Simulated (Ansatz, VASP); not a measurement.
# Two plane-wave programs on GaAs

```
Ga As
1.0
     0.00000    2.83309    2.74469
     2.83309    0.00000    2.74469
     2.83309    2.83309    0.00000
Ga As
1 1
Direct
  0.00000 0.00000 0.00000
  0.25000 0.25000 0.25000
```

Change from the starting cell: uniaxial_z strain -3.1%.

Alike in both runs: task single point; functional PBE; k mesh 8 × 8 × 8; occupations fermi-dirac, width 0.02 eV; no spin polarisation.

|  | VASP | Ansatz |
| --- | --- | --- |
| version | VASP 6.6.1 | Ansatz 0.2.0 |
| potentials or method | VASP PAW PBE potentials, release 64 (Ga_d, As) | plane waves, PAW |
| plane-wave cutoff (eV) | 500 | 420 |
| valence electrons in the cell | 18 | 28 |

```csv
,VASP,Ansatz,Ansatz less VASP
pressure (GPa),5.5,5.3,-0.19
"traceless stress, the component that is largest in VASP (GPa)",1.17,1.17,+0.003
```

The functional is the same, so the differences come from potentials, cutoffs and numerics. VASP's potentials hold 18 valence electrons a cell and Ansatz's 28, so a difference there can come from the potentials and not from the codes.
